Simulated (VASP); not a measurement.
# P in VASP: single point with PBEsol+D4

Aim: the single point of P with PBEsol+D4.

All numbers are computed with VASP 6.6.1; they aren't measurements. Logs are shortened: lines on timing, memory, paths and dates and some standing lists are left out, and cuts for length are marked.

### 1 The cell of the first run

The cell holds a slab with vacuum, 4 atoms: a = 3.192 Å, b = 4.450 Å, c = 25.665 Å, α = 90.00°, β = 90.00°, γ = 90.00°.

### 2 Single point, PBEsol+D4

The input, INCAR:

```
SYSTEM = P
PREC = Accurate ; ENCUT = 400
EDIFF = 1E-6 ; ISMEAR = 0
SIGMA = 0.04 ; LREAL = .False.
LASPH = .True. ; NELM = 120
ALGO = Normal ; ISIF = 2
LWAVE = .False. ; LCHARG = .False.
LDIPOL = .True. ; IDIPOL = 3
DIPOL = 0.5 0.5 0.663 ; GGA = PS
IVDW = 13 ; NBANDS = 18
GGA_COMPAT = .False. ; NELMDL = -8
```

The input, KPOINTS:

```
Automatic mesh
0
Gamma
  12 9 1
  0 0 0
```

The input, POSCAR:

```
P
1.0
    3.1924729100      0.0000000000      0.0000000000
    0.0000000000      4.4501137533      0.0000000000
    0.0000000000      0.0000000000     25.6651781874
P
4
Direct
    0.0000000000      0.5844251755      0.6209047148
    0.5000000000      0.9155748245      0.6209047148
    0.5000000000      0.0836524174      0.7047145362
    0.0000000000      0.4163475826      0.7047145362
```

Potentials or basis: VASP PAW PBE potentials, release 64 (P).

The run is started by

```bash
$ cat potpaw_PBE.64/P/POTCAR > POTCAR
$ mpirun -np 1 vasp_std > vasp.out
```

OUTCAR:

```text
SYSTEM = P
   PREC = Accurate
   ENCUT = 400
   EDIFF = 1E-6
   ISMEAR = 0
   LREAL = .False.
   LASPH = .True.
   NELM = 120
   ISIF = 2
   GGA = PS
   IVDW = 13
   NELMDL = -8

 ion  position               nearest neighbor table
   1  0.000  0.584  0.621-   2 2.17   2 2.17   4 2.28
   2  0.500  0.916  0.621-   1 2.17   1 2.17   3 2.28
   3  0.500  0.084  0.705-   4 2.18   4 2.18   2 2.28
   4  0.000  0.416  0.705-   3 2.18   3 2.18   1 2.28

  LATTYP: Found a simple orthorhombic cell.
 ALAT       =     3.1924729100
 B/A-ratio  =     1.3939393939
 C/A-ratio  =     8.0392782996

  Lattice vectors:

 A1 = (   3.1924729100,   0.0000000000,   0.0000000000)
 A2 = (   0.0000000000,   4.4501137533,   0.0000000000)
 A3 = (   0.0000000000,   0.0000000000,  25.6651781874)

Analysis of symmetry for initial positions (statically):
=====================================================================
 Subroutine PRICEL returns:
 Original cell was already a primitive cell.

 Routine SETGRP: Setting up the symmetry group for a
 simple orthorhombic supercell.

 Subroutine GETGRP returns: Found  4 space group operations
 (whereof  2 operations were pure point group operations)
 out of a pool of  8 trial point group operations.

The static configuration has the point symmetry C_1h.
 The point group associated with its full space group is C_2v.

Analysis of symmetry for dynamics (positions and initial velocities):
=====================================================================
 Subroutine PRICEL returns:
 Original cell was already a primitive cell.

 Routine SETGRP: Setting up the symmetry group for a
 simple orthorhombic supercell.

 Subroutine GETGRP returns: Found  4 space group operations
 (whereof  2 operations were pure point group operations)
 out of a pool of  8 trial point group operations.

The dynamic configuration has the point symmetry C_1h.
 The point group associated with its full space group is C_2v.

 Subroutine INISYM returns: Found  4 space group operations
 (whereof  2 operations are pure point group operations),
 and found     1 'primitive' translations

----------------------------------------------------------------------------------------

                                     Primitive cell

  volume of cell :     364.6218

  direct lattice vectors                    reciprocal lattice vectors
     3.192472910  0.000000000  0.000000000     0.313236800  0.000000000  0.000000000
     0.000000000  4.450113753  0.000000000     0.000000000  0.224713357  0.000000000
     0.000000000  0.000000000 25.665178187     0.000000000  0.000000000  0.038963299

  length of vectors
     3.192472910  4.450113753 25.665178187     0.313236800  0.224713357  0.038963299

  position of ions in fractional coordinates (direct lattice)
     0.000000000  0.584425176  0.620904715
     0.500000000  0.915574824  0.620904715
     0.500000000  0.083652417  0.704714536
     0.000000000  0.416347583  0.704714536

  ion indices of the primitive-cell ions
   primitive index   ion index
                 1           1
                 2           2
                 3           3
                 4           4

----------------------------------------------------------------------------------------

 KPOINTS: Automatic mesh

Automatic generation of k-mesh.
 Grid dimensions read from file:
 generate k-points for:   12    9    1

 Generating k-lattice:

  Cartesian coordinates                     Fractional coordinates (reciprocal lattice)
     0.026103067  0.000000000  0.000000000     0.083333333  0.000000000  0.000000000
     0.000000000  0.024968151  0.000000000     0.000000000  0.111111111  0.000000000
     0.000000000  0.000000000  0.038963299     0.000000000  0.000000000  1.000000000

  Length of vectors
     0.026103067  0.024968151  0.038963299

  Shift w.r.t. Gamma in fractional coordinates (k-lattice)
     0.000000000  0.000000000  0.000000000

 Subroutine IBZKPT returns following result:
 ===========================================

 Found     35 irreducible k-points:

 Following reciprocal coordinates:
            Coordinates               Weight
  0.000000  0.000000  0.000000      1.000000
  0.083333  0.000000  0.000000      2.000000
  0.166667  0.000000  0.000000      2.000000
  0.250000  0.000000  0.000000      2.000000
  0.333333  0.000000  0.000000      2.000000
  0.416667  0.000000  0.000000      2.000000
[... 16 lines left out ...]
  0.083333  0.333333  0.000000      4.000000
  0.166667  0.333333  0.000000      4.000000
 [... further k-points ...]
   k-points           NKPTS =     35   k-points in BZ     NKDIM =     35   number of bands    NBANDS=     18
   number of dos      NEDOS =    301   number of ions     NIONS =      4
   total plane-waves  NPLWV = 120960
   dimension x,y,z NGX =    24 NGY =   30 NGZ =  168
   dimension x,y,z NGXF=    48 NGYF=   60 NGZF=  336
   ions per type =               4
   NGX,Y,Z   is equivalent  to a cutoff of  12.50, 11.21, 10.88 a.u.
   NGXF,Y,Z  is equivalent  to a cutoff of  25.00, 22.41, 21.76 a.u.
 SYSTEM =  P
   PREC   = accura    normal or accurate (medium, high low for compatibility)
   ISTART =      0    job   : 0-new  1-cont  2-samecut
   ICHARG =      2    charge: 1-file 2-atom 10-const
   ISPIN  =      1    spin polarized calculation?
   LNONCOLLINEAR =      F non collinear calculations
   LSORBIT =      F    spin-orbit coupling
   LASPH  =      T    aspherical Exc in radial PAW
   ENCUT  =  400.0 eV  29.40 Ry    5.42 a.u.   5.21  7.26 41.85*2*pi/ulx,y,z
   NELM   =    120;   NELMIN=  2; NELMDL= -8     # of ELM steps
   EDIFF  = 0.1E-05   stopping-criterion for ELM
   LREAL  =      F    real-space projection
[... 7 lines left out ...]
   TEBEG  =    0.0;   TEEND  =   0.0 temperature during run
   PSTRESS=    0.0 pullay stress
   NELECT =      20.0000    total number of electrons
   NUPDOWN=      -1.0000    fix difference up-down
   EMIN   =  10.00;   EMAX   =-10.00  energy-range for DOS
   EFERMI =   0.00;   METHOD = LEGACY
   ISMEAR =     0;   SIGMA  =   0.04  broadening in eV -4-tet -1-fermi 0-gaus
   EFERMI_NEDOS =   21; number of points for ismear=-14 and -15
   IALGO  =     38    algorithm
   IMIX   =      4    mixing-type and parameters
     AMIX     =   0.40;   BMIX     =  1.00
     AMIX_MAG =   1.60;   BMIX_MAG =  1.00
  volume/ion in A,a.u.               =      91.16       615.15
  Fermi-wavevector in a.u.,A,eV,Ry     =   0.622019  1.175446  5.264205  0.386908
  Thomas-Fermi vector in A             =   1.681728
   LORBIT       =      0    0 simple, 1 ext, 2 COOP (PROOUT), +10 PAW based schemes
   GGA     = PS    functional components
   LHFCALC =     F    Hartree Fock is set to
   AEXX    =    0.0000 exact exchange contribution
   IVDW    =    13    specifies the selected vdW correction
   LEPSILON=     F    determine dielectric tensor
   LRPA    =     F    only Hartree local field effects (RPA)
 non-spin polarized calculation
 Gauss-broadening in eV      SIGMA  =   0.04
  energy-cutoff  :      400.00
  volume of cell :      364.62
 maximum number of plane-waves:      6692
 NGX is ok and might be reduce to    24
   NGX = 11   NGY = 15   NGZ = 83

 dipolmoment           0.000000      0.000000      0.000007 electrons x Angstroem

 number of electron      20.0000000 magnetization

 dipolmoment           0.000000      0.000000     -0.000085 electrons x Angstroem

 Free energy of the ion-electron system (eV)
  ---------------------------------------------------
  ext. energy  EPLUGINS =         0.00000000
  ---------------------------------------------------
  free energy    TOTEN  =       -22.79000588 eV

  energy without entropy =      -22.79000588  energy(sigma->0) =      -22.79000588

 E-fermi :  -2.4158     XC(G=0):  -2.4701

 val. band max:       -2.5850808463   @ k =   0.0833   0.0000   0.0000
 cond. band min:      -2.2534214821   @ k =   0.0000   0.0000   0.0000
 fundamental gap:      0.3316593641
 Fermi energy:        -2.4158488051

 k-point     1 :       0.0000    0.0000    0.0000
  band No.  band energies     occupation
      1     -17.9900      2.00000
      2     -15.5609      2.00000
      3     -11.5052      2.00000
      4      -8.6442      2.00000
      5      -7.4970      2.00000
      6      -7.2656      2.00000
[... 10 lines left out ...]
     17       2.4131      0.00000
     18       2.6982      0.00000

 k-point     2 :       0.0833    0.0000    0.0000
  band No.  band energies     occupation
      1     -17.8997      2.00000
      2     -15.4681      2.00000
      3     -11.5255      2.00000
      4      -8.5711      2.00000
      5      -7.4157      2.00000
      6      -7.2970      2.00000
[... 10 lines left out ...]
     17       2.5165      0.00000
     18       2.7830      0.00000

 k-point     3 :       0.1667    0.0000    0.0000
  band No.  band energies     occupation
      1     -17.6298      2.00000
      2     -15.1904      2.00000
      3     -11.6546      2.00000
      4      -8.3577      2.00000
      5      -7.6160      2.00000
      6      -7.3606      2.00000
[... 10 lines left out ...]
     17       2.3647      0.00000
     18       2.9488      0.00000

 k-point     4 :       0.2500    0.0000    0.0000
  band No.  band energies     occupation
      1     -17.1835      2.00000
      2     -14.7293      2.00000
      3     -12.0782      2.00000
      4      -8.6102      2.00000
      5      -8.0510      2.00000
      6      -8.0277      2.00000
[... 10 lines left out ...]
     17       2.7202      0.00000
     18       3.1604      0.00000

 k-point     5 :       0.3333    0.0000    0.0000
  band No.  band energies     occupation
      1     -16.5673      2.00000
      2     -14.0880      2.00000
      3     -12.8801      2.00000
      4      -9.8953      2.00000
      5      -8.1695      2.00000
      6      -7.6467      2.00000
[... 10 lines left out ...]
     17       3.2893      0.00000
     18       3.3752      0.00000

 k-point     6 :       0.4167    0.0000    0.0000
  band No.  band energies     occupation
      1     -15.7928      2.00000
      2     -13.8784      2.00000
      3     -13.2714      2.00000
      4     -11.1516      2.00000
      5      -7.8888      2.00000
      6      -7.3901      2.00000
[... 10 lines left out ...]
     17       3.7903      0.00000
     18       4.0679      0.00000

 k-point     7 :       0.5000    0.0000    0.0000
  band No.  band energies     occupation
      1     -14.8817      2.00000
      2     -14.8817      2.00000
      3     -12.2876      2.00000
      4     -12.2876      2.00000
      5      -7.5099      2.00000
      6      -7.5099      2.00000
[... 10 lines left out ...]
     17       4.1031      0.00000
     18       4.1031      0.00000

 k-point     8 :       0.0000    0.1111    0.0000
  band No.  band energies     occupation
      1     -17.9245      2.00000
      2     -15.6185      2.00000
      3     -11.6332      2.00000
      4      -8.9496      2.00000
      5      -7.2339      2.00000
      6      -7.1442      2.00000
[... 10 lines left out ...]
     17       2.5047      0.00000
     18       2.8184      0.00000
[... 229 lines left out ...]
     17       3.6259      0.00000
     18       3.7471      0.00000

 k-point    20 :       0.4167    0.2222    0.0000
  band No.  band energies     occupation
      1     -15.5704      2.00000
      2     -14.0705      2.00000
      3     -13.0203      2.00000
      4     -11.3528      2.00000
      5      -8.4319      2.00000
      6      -7.5677      2.00000
[... 10 lines left out ...]
     17       3.1548      0.00000
     18       4.1335      0.00000

 k-point    21 :       0.5000    0.2222    0.0000
  band No.  band energies     occupation
      1     -14.7196      2.00000
      2     -14.7196      2.00000
      3     -12.3920      2.00000
      4     -12.3920      2.00000
      5      -7.8523      2.00000
      6      -7.8523      2.00000
[... 10 lines left out ...]
     17       3.5619      0.00000
     18       3.5619      0.00000

 k-point    22 :       0.0000    0.3333    0.0000
  band No.  band energies     occupation
      1     -17.4236      2.00000
      2     -16.1419      2.00000
      3     -11.8364      2.00000
      4     -10.4064      2.00000
      5      -6.7077      2.00000
      6      -5.3432      2.00000
[... 10 lines left out ...]
     17       2.6496      0.00000
     18       2.9531      0.00000

 k-point    23 :       0.0833    0.3333    0.0000
  band No.  band energies     occupation
      1     -17.3346      2.00000
      2     -16.0536      2.00000
      3     -11.7936      2.00000
      4     -10.3487      2.00000
      5      -6.6488      2.00000
      6      -6.2706      2.00000
[... 10 lines left out ...]
     17       2.7488      0.00000
     18       3.0040      0.00000

 k-point    24 :       0.1667    0.3333    0.0000
  band No.  band energies     occupation
      1     -17.0692      2.00000
      2     -15.7915      2.00000
      3     -11.7031      2.00000
      4     -10.2075      2.00000
      5      -7.5331      2.00000
      6      -6.7368      2.00000
[... 10 lines left out ...]
     17       2.9938      0.00000
     18       3.0407      0.00000

 [... further k-points ...]

------------------------ aborting loop because EDIFF is reached ----------------------------------------

 vacuum level on the upper side and lower side of the slab       (xc-potential included)        -0.013        -0.012

  DFT-D4 for vdW energy calculation

  Edisp (eV):   -0.55642

  FORCE on cell =-STRESS in cart. coord.  units (eV):
  Direction    XX          YY          ZZ          XY          YZ          ZX
  --------------------------------------------------------------------------------------
  -------------------------------------------------------------------------------------
  Total       2.44279     0.45260    -1.23921     0.00000     0.00000     0.00000
  in kB      10.73380     1.98877    -5.44518     0.00000     0.00000     0.00000
  external pressure =        2.43 kB  Pullay stress =        0.00 kB

 VOLUME and BASIS-vectors are now :
 -----------------------------------------------------------------------------
  energy-cutoff  :      400.00
  volume of cell :      364.62
      direct lattice vectors                 reciprocal lattice vectors
     3.192472910  0.000000000  0.000000000     0.313236800  0.000000000  0.000000000
     0.000000000  4.450113753  0.000000000     0.000000000  0.224713357  0.000000000
     0.000000000  0.000000000 25.665178187     0.000000000  0.000000000  0.038963299

 POSITION                                       TOTAL-FORCE (eV/Angst)
 -----------------------------------------------------------------------------------
      0.00000      2.60076     15.93563         0.000000     -0.338035      0.286995
      1.59624      4.07441     15.93563         0.000000      0.338035      0.286995
      1.59624      0.37226     18.08662         0.000000     -0.241747     -0.286995
      0.00000      1.85279     18.08662         0.000000      0.241747     -0.286995
 -----------------------------------------------------------------------------------
    total drift:                               -0.000000      0.000000      0.000112

  FREE ENERGIE OF THE ION-ELECTRON SYSTEM (eV)
  ---------------------------------------------------
  free  energy   TOTEN  =       -23.3464262872 eV

  energy  without entropy=      -23.3464262872  energy(sigma->0) =      -23.34642629

 vacuum level on the upper side and lower side of the slab         2.260         2.261
```

Wall time 5 min (1 thread of Intel Xeon Platinum 8259CL at 2.50GHz (Skylake/Cascade Lake), shared host); peak memory 0.38 GiB.

Results:

| Quantity | Value |
| --- | --- |
| Free energy | -23.3464 eV |
| Largest force | 0.443 eV/Å |
| Band gap on the k mesh | 0.33 eV (least direct gap 0.35 eV) |
| Dispersion energy per atom | -0.139 eV |

Forces on the atoms (eV/Å):
```
P    0.000 -0.338  0.287
P    0.000  0.338  0.287
P    0.000 -0.242 -0.287
P    0.000  0.242 -0.287
```

Levels at points of the mesh, in eV from the valence-band top:
| k point | band 8 | band 9 | band 10 | band 11 | band 12 | band 13 |
| --- | --- | --- | --- | --- | --- | --- |
| (0.00, 0.00, 0.00) | -2.17 | -1.62 | -0.02 | 0.33 | 1.81 | 3.09 |
| (0.50, 0.00, 0.00) | -2.79 | -2.12 | -2.12 | 1.08 | 1.08 | 1.82 |

Caveat: the PAW data sets were made with another functional, which shifts forces and pressure a little.
